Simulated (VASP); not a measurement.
Runs of VASP 6.6.1 on TiSn2Te3. The structure is that of space group P-6m2 (No. 187), or close to it. The cells are those of the table. The cell was generated, and may not be a known phase.

```csv
task,cell,k mesh,cutoff (eV),gap on the mesh (eV),pressure (GPa),relaxed volume (Å³/atom)
single point,"a = 5.612, b = 5.612, c = 6.063 Å, angles 90.0, 90.0, 120.0°, 6 atoms",6 × 6 × 4,520,none,0.0,-
single point,"a = 5.897, b = 5.897, c = 6.520 Å, angles 90.0, 90.0, 120.0°, 6 atoms",3 × 3 × 4,520,none,(a),-
single point,"a = 5.576, b = 5.576, c = 6.104 Å, angles 90.0, 90.0, 120.0°, 6 atoms",3 × 3 × 4,520,none,(b),-
relaxation of cell and atoms,"relaxed from a = 5.897, b = 5.897, c = 6.520 Å, angles 90.0, 90.0, 120.0°, 6 atoms",3 × 3 × 4,600,none,-0.1,27.37
relaxation of cell and atoms,"relaxed from a = 5.576, b = 5.576, c = 6.104 Å, angles 90.0, 90.0, 120.0°, 6 atoms",6 × 6 × 4,600,none,-0.1,27.58
```

Alike in all rows: level PBE; potentials or basis VASP PAW PBE potentials, release 64 (Ti_sv, Sn_d, Te); no spin polarisation; smearing gaussian 0.1 eV.

Problem. Estimate the missing entries.

Solution. (a) -6.7; (b) -0.2.

Caveats: some runs use coarse meshes; spin-orbit coupling is left out, which moves the levels of the heavy elements; the volume moved by over 15 % at a fixed basis, so the end points are rough (at least some runs).

A k mesh can miss the band edges, and the runs leave out spin-orbit coupling on Sn, Te.

A gap of «none» marks levels without a gap at the run's occupations.
